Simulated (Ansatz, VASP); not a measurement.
**Two plane-wave programs on LiH3**

The input INCAR:

```
SYSTEM = LiH3
  PREC = Accurate
  ENCUT = 520
  EDIFF = 1E-6
  ISMEAR = 0
  SIGMA = 0.1
  LREAL = .FALSE.
  LASPH = .TRUE.
  NELM = 60
  ALGO = Normal
  ISIF = 2
  LWAVE = .FALSE.
  LCHARG = .TRUE.
  GGA = PE
  LELF = .TRUE.
  LVHAR = .TRUE.
  NBANDS = 16
```

The input KPOINTS:

```
regular mesh
0
G
  6 6 6
  0 0 0
```

The input POSCAR:

```
LiH3
1.0
    1.3493839728     -7.8841789598      0.0000000000
    1.3493839728      7.8841789598      0.0000000000
    0.0000000000      0.0000000000      2.6730186831
Li H
2 6
Direct
    0.1693000000      0.8307000000      0.7500000000
    0.8307000000      0.1693000000      0.2500000000
    0.2955200000      0.7044800000      0.7500000000
    0.7044800000      0.2955200000      0.2500000000
    0.5706100000      0.4293900000      0.7500000000
    0.4293900000      0.5706100000      0.2500000000
    0.0705300000      0.9294700000      0.2500000000
    0.9294700000      0.0705300000      0.7500000000
```

Input for Ansatz:

```yaml
crystal:
  lattice:
    - [1.3493839728, -7.8841789598, 0.0]
    - [1.3493839728, 7.8841789598, 0.0]
    - [0.0, 0.0, 2.6730186831]
  atoms:
    - { symbol: Li, position: [0.1693, 0.8307, 0.75] }
    - { symbol: Li, position: [0.8307, 0.1693, 0.25] }
    - { symbol: H, position: [0.29552, 0.70448, 0.75] }
    - { symbol: H, position: [0.70448, 0.29552, 0.25] }
    - { symbol: H, position: [0.57061, 0.42939, 0.75] }
    - { symbol: H, position: [0.42939, 0.57061, 0.25] }
    - { symbol: H, position: [0.07053, 0.92947, 0.25] }
    - { symbol: H, position: [0.92947, 0.07053, 0.75] }
basis:
  ecutwfc: 420
kpoints:
  mp_grid: { grid: [6, 6, 6] }
hamiltonian:
  xc: pbe
scf:
  occupations: { method: gaussian, width: 0.1 }
  lower_state_search: "off"
output:
  forces: true
  stress: true
  eigenvalues: true
```

Alike in both runs: task single point; functional PBE; k mesh 6 × 6 × 6; occupations gaussian, width 0.1 eV; no spin polarisation.

|  | VASP | Ansatz |
| --- | --- | --- |
| version | VASP 6.6.1 | Ansatz 0.2.0 |
| potentials or method | VASP PAW PBE potentials, release 64 (Li_sv, H), cutoff 520 eV | scalar-relativistic, plane waves, PAW |
| valence electrons in the cell | 12 | 12 |

|  | VASP | Ansatz | Ansatz less VASP |
| --- | --- | --- | --- |
| gap on the k mesh at the Fermi level (eV) | none | none | - |
| rms of the force components (eV/Å) | 0.157 | 0.157 | -0.0001 |

Atom by atom the forces differ by 0.001 eV/Å (rms over components). A gap of «none» marks a metal or a gap that the smearing closes.

The k mesh is coarse, so the values compare programs but aren't converged. Noted on VASP's run: the cutoff is short for stress, so the pressure is rough.
